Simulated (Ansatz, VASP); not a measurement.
Given: the input of a run of Ansatz 0.2.0 on Pt3PbC.

The input input.yaml:

```yaml
crystal:
  lattice:
    - [4.4052606537, 0.0, 0.0]
    - [0.0, 4.4052606537, 0.0]
    - [0.0, 0.0, 4.4052606537]
  atoms:
    - { symbol: Pb, position: [0.0, 0.0, 0.0] }
    - { symbol: Pt, position: [0.5, 0.0, 0.5] }
    - { symbol: Pt, position: [0.5, 0.5, 0.0] }
    - { symbol: Pt, position: [0.0, 0.5, 0.5] }
    - { symbol: C, position: [0.5, 0.5, 0.5] }
hamiltonian:
  xc: pbe
  pseudopotentials: { kind: paw }
kpoints:
  mp_grid: { grid: [6, 6, 6] }
scf:
  occupations: { method: fermi_dirac, width: 0.05 }
output:
  forces: true
  stress: true
  eigenvalues: true
```

Potentials or basis: Ansatz PAW.

Launch:

```console
$ ansatz run input.yaml --threads 2 --pin off --max-ram 5120MiB --backend cpu --events-out ev --progress --plain --runs-dir out
```

Translate it to VASP 6.6.1. Potentials there: VASP PAW PBE potentials, release 64 (Pb_d, Pt, C).

As run (the cutoff follows the program's own potentials):

File INCAR:

```
SYSTEM = Pt3PbC
PREC     = Accurate       ! precision mode
ENCUT    = 520            ! plane-wave cutoff, eV
EDIFF    = 1E-6           ! SCF threshold, eV
ISMEAR   = -1             ! smearing method
SIGMA    = 0.05           ! smearing width, eV
LREAL    = .FALSE.        ! projectors in reciprocal space
LASPH    = .TRUE.         ! aspherical terms in the spheres
NELM     = 100            ! most SCF steps
ALGO     = Normal         ! electronic algorithm
ISIF     = 2              ! what is computed and relaxed
LWAVE    = .FALSE.        ! write WAVECAR
LCHARG   = .FALSE.        ! write CHGCAR
GGA      = PE             ! functional
NBANDS   = 32             ! bands
```

The input KPOINTS:

```
regular mesh
0
G
  6 6 6
  0 0 0
```

File POSCAR:

```
Pt3PbC
1.0
    4.4052606537      0.0000000000      0.0000000000
    0.0000000000      4.4052606537      0.0000000000
    0.0000000000      0.0000000000      4.4052606537
Pb Pt C
1 3 1
Direct
    0.0000000000      0.0000000000      0.0000000000
    0.5000000000      0.0000000000      0.5000000000
    0.5000000000      0.5000000000      0.0000000000
    0.0000000000      0.5000000000      0.5000000000
    0.5000000000      0.5000000000      0.5000000000
```

Potentials or basis: VASP PAW PBE potentials, release 64 (Pb_d, Pt, C).

Launch:

```console
$ cat potpaw_PBE.64/Pb_d/POTCAR potpaw_PBE.64/Pt/POTCAR potpaw_PBE.64/C/POTCAR > POTCAR
$ mpirun -np 1 vasp_std > vasp.out
```

Both were run:

|  | VASP | Ansatz | Ansatz less VASP |
| --- | --- | --- | --- |
| gap on the k mesh at the Fermi level (eV) | none | none | - |
| pressure (GPa) | -6.5 | -6.4 | +0.12 |

A gap of «none» marks a metal or a gap that the smearing closes. VASP's potentials hold 48 valence electrons a cell and Ansatz's 72, so a difference there can come from the potentials and not from the codes.

Neither program's run includes spin-orbit coupling.
